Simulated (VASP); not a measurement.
# W (Fd-3m) in VASP: a series of runs, part 2 of 2

VASP 6.6.1. Earlier steps stand in the parts before.

**3. Relaxation of cell and atoms, revPBE, target pressure 10 GPa, at which the enthalpy is minimised**

Contents of INCAR:

```
PREC = Accurate ; ENCUT = 500
EDIFF = 1E-7 ; ISMEAR = -1
SIGMA = 0.05 ; LREAL = False
LASPH = True ; NELM = 120
ALGO = Normal ; ISIF = 3
LWAVE = False ; LCHARG = False
GGA = RE ; IBRION = 2
NSW = 80 ; EDIFFG = -0.03
PSTRESS = 100.0 ; GGA_COMPAT = False
NELMIN = 4
```

Contents of KPOINTS:

```
regular mesh
0
Gamma
  7 7 7
```

Contents of POSCAR:

```
W
1.0
    0.0000000000      2.7400000000      2.7400000000
    2.7400000000      0.0000000000      2.7400000000
    2.7400000000      2.7400000000      0.0000000000
W
2
Direct
    1.0000000000      1.0000000000      1.0000000000
    0.2500000000      0.2500000000      0.2500000000
```

Potentials or basis: VASP PAW PBE potentials, release 64 (W_sv).

Started as:

```sh
$ cat potpaw_PBE.64/W_sv/POTCAR > POTCAR
$ mpirun -np 1 vasp_std > vasp.out
```

Wall time 26 s (1 thread of AMD EPYC 9R45 (Zen 5), shared host); peak memory 0.13 GiB.

The run converged. Its results:

```
Free energy                                                : -19.6885 eV
Relaxed volume                                             : 23.35 Å³/atom
Relaxed cell                                               : a = 4.042 Å, b = 4.042 Å, c = 4.042 Å, α = 60.00°, β = 60.00°, γ = 60.00°
Space group after relaxing (to 0.1 Å)                      : Fd-3m (No. 227)
Energy change on relaxing (the run minimises the enthalpy) : -371.4 meV/atom
Ionic steps                                                : 5
Pressure after relaxing                                    : 10.1 GPa
Band gap on the k mesh                                     : zero (bands 14 and 15 overlap by 0.81 eV)
```

The path:
| step | energy change (eV) | largest force (eV/Å) | pressure (GPa) | volume (Å³) |
| --- | --- | --- | --- | --- |
| 1 | 0.0000 | 0.0000 | 35.16 | 41.14 |
| 2 | 0.0004 | 0.0000 | -17.16 | 63.53 |
| 3 | -0.7841 | 0.0000 | 7.70 | 47.45 |
| 4 | -0.7501 | 0.0000 | 9.69 | 46.82 |
| 5 | -0.7428 | 0.0000 | 10.07 | 46.70 |

Final structure:
```
CELL_PARAMETERS angstrom
0.00000 2.85831 2.85831
2.85831 0.00000 2.85831
2.85831 2.85831 0.00000
ATOMIC_POSITIONS crystal
W 0.00000 0.00000 0.00000
W 0.25000 0.25000 0.25000
```

Levels at points of the mesh, in eV from the Fermi level:
```csv
k point,band 10,band 11,band 12,band 13,band 14,band 15,band 16,band 17,band 18
"(0.00, 0.00, 0.00)",-2.06,-2.06,-1.16,-1.16,-1.16,1.61,1.61,1.61,5.64
```

Caveat: the cell is relaxed towards a set pressure, so the run minimises the enthalpy, not the energy; the PAW data sets were made with another functional, which shifts forces and pressure a little; spin-orbit coupling is left out, which moves the levels of the heavy elements.

**4. Relaxation of cell and atoms, revPBE, target pressure 20 GPa, at which the enthalpy is minimised**

Contents of INCAR:

```
  PREC = Accurate
  ENCUT = 500
  EDIFF = 1E-7
  ISMEAR = -1
  SIGMA = 0.05
  LREAL = F
  LASPH = T
  NELM = 120
  ALGO = Normal
  ISIF = 3
  LWAVE = F
  LCHARG = F
  GGA = RE
  IBRION = 2
  NSW = 80
  EDIFFG = -0.03
  PSTRESS = 200.0
  GGA_COMPAT = F
  NELMIN = 4
```

KPOINTS is that of step 3.

POSCAR is that of step 3.

Potentials or basis: VASP PAW PBE potentials, release 64 (W_sv).

Started as:

```sh
$ cat potpaw_PBE.64/W_sv/POTCAR > POTCAR
$ mpirun -np 1 vasp_std > vasp.out
```

OUTCAR:

```text
PREC = Accurate
   ENCUT = 500
   EDIFF = 1E-7
   ISMEAR = -1
   LREAL = F
   LASPH = T
   NELM = 120
   ISIF = 3
   GGA = RE
   IBRION = 2
   NSW = 80
   EDIFFG = -0.03
   PSTRESS = 200.0
   NELMIN = 4

 ion  position               nearest neighbor table
   1  0.000  0.000  0.000-   2 2.37   2 2.37   2 2.37   2 2.37
   2  0.250  0.250  0.250-   1 2.37   1 2.37   1 2.37   1 2.37

  LATTYP: Found a face centered cubic cell.
 ALAT       =     5.4800000000

  Lattice vectors:

 A1 = (   0.0000000000,   2.7400000000,   2.7400000000)
 A2 = (   2.7400000000,   0.0000000000,   2.7400000000)
[... 176 lines left out ...]

  FORCE on cell =-STRESS in cart. coord.  units (eV):
  Direction    XX          YY          ZZ          XY          YZ          ZX
  --------------------------------------------------------------------------------------
  -------------------------------------------------------------------------------------
  Total        9.0292340      9.0292340      9.0292340      0.0000000     -0.0000000      0.0000000
  in kB      351.6250507    351.6250507    351.6250507      0.0000000     -0.0000000      0.0000000
  external PRESSURE =     151.6250507 kB  Pullay stress =     200.0000000 kB
[... 101 lines left out ...]
--------------------------------------- Ionic step        4  -------------------------------------------

 number of electron      28.0000003 magnetization

 Free energy of the ion-electron system (eV)
  ---------------------------------------------------
  ext. energy  EPLUGINS =         0.00000000
  ---------------------------------------------------
  free energy    TOTEN  =       -19.45022874 eV

  energy without entropy =      -19.43451576  energy(sigma->0) =      -19.44237225

 E-fermi :   6.4715     XC(G=0): -11.2936

 val. band max:        6.4240662740   @ k =  -0.4286   0.4286   0.1429
 cond. band min:       6.5341929954   @ k =   0.2857   0.1429   0.0000
 fundamental gap:      0.1101267214
 Fermi energy:         6.4715234642

 k-point     1 :       0.0000    0.0000    0.0000
  band No.  band energies     occupation
      1     -66.6354      2.00000
      2     -66.1479      2.00000
      3     -31.3804      2.00000
      4     -31.3804      2.00000
      5     -31.3804      2.00000
      6     -30.1459      2.00000
[... 442 lines left out ...]
  energy  without entropy=      -19.4345157597  energy(sigma->0) =      -19.44237225

  enthalpy is  TOTEN    =       -13.9427813845 eV   P V=        5.5074473553

 reached required accuracy - stopping structural energy minimisation
```

OSZICAR:

```text
N       E                     dE             d eps       ncg     rms          rms(c)
DAV:   1     0.277438878418E+03    0.27744E+03   -0.16274E+04   720   0.170E+03
DAV:   2    -0.874419186093E+01   -0.28618E+03   -0.28113E+03   800   0.489E+02
DAV:   3    -0.189613988896E+02   -0.10217E+02   -0.98413E+01   872   0.854E+01
[... 40 lines left out ...]
DAV:   3    -0.194502054487E+02    0.10451E-02   -0.42261E-03   852   0.588E-01    0.203E-01
DAV:   4    -0.194502453490E+02   -0.39900E-04   -0.34314E-04   732   0.138E-01    0.314E-02
DAV:   5    -0.194502305855E+02    0.14764E-04   -0.10685E-04   866   0.889E-02    0.209E-02
DAV:   6    -0.194502287107E+02    0.18748E-05   -0.33436E-06   766   0.218E-02    0.380E-03
DAV:   7    -0.194502287398E+02   -0.29036E-07   -0.14254E-07   570   0.362E-03
   4 F= -.13942781E+02 E0= -.13934925E+02  d E =-.132794E+00
```

Run time: 22 s. Hardware: 1 thread of AMD EPYC 9R45 (Zen 5), shared host; peak memory 0.13 GiB.

What came out:

- Free energy: -19.4502 eV
- Relaxed volume: 22.06 Å³/atom
- Relaxed cell: a = 3.966 Å, b = 3.966 Å, c = 3.966 Å, α = 60.00°, β = 60.00°, γ = 60.00°
- Space group after relaxing (to 0.1 Å): Fd-3m (No. 227)
- Energy change on relaxing (the run minimises the enthalpy): -252.3 meV/atom
- Ionic steps: 4
- Pressure after relaxing: 19.9 GPa
- Band gap on the k mesh: zero (bands 14 and 15 overlap by 0.75 eV)

The path:
| step | energy change (eV) | largest force (eV/Å) | pressure (GPa) | volume (Å³) |
| --- | --- | --- | --- | --- |
| 1 | 0.0000 | 0.0000 | 35.16 | 41.14 |
| 2 | -0.7729 | 0.0000 | -6.79 | 53.86 |
| 3 | -0.5343 | 0.0000 | 18.87 | 44.37 |
| 4 | -0.5045 | 0.0000 | 19.93 | 44.12 |

Final structure:
```xyz
2
Lattice="0.0000 2.8046 2.8046 2.8046 0.0000 2.8046 2.8046 2.8046 0.0000" Properties=species:S:1:pos:R:3 pbc="T T T"
W     0.0000    0.0000    0.0000
W     1.4023    1.4023    1.4023
```

Caveat: the cell is relaxed towards a set pressure, so the run minimises the enthalpy, not the energy; the PAW data sets were made with another functional, which shifts forces and pressure a little; spin-orbit coupling is left out, which moves the levels of the heavy elements.

**5. Summary**

| cell | gap on the mesh (eV) | pressure (GPa) |
| --- | --- | --- |
| relaxed to 5 GPa | none | 5.0 |
| relaxed to 10 GPa | none | 10.1 |
| relaxed to 20 GPa | none | 19.9 |

Alike in all rows: task relaxation of cell and atoms; level revPBE; potentials or basis VASP PAW PBE potentials, release 64 (W_sv); no spin polarisation; k mesh 7 × 7 × 7; cutoff (eV) 500; smearing fermi-dirac 0.05 eV.

Caveats: the cell is relaxed towards a set pressure, so the run minimises the enthalpy, not the energy; the PAW data sets were made with another functional, which shifts forces and pressure a little; spin-orbit coupling is left out, which moves the levels of the heavy elements; the volume moved by over 15 % at a fixed basis, so the end points are rough (at least some runs).

Total energies depend on the potentials used, so only differences within one code and one set of settings carry meaning.
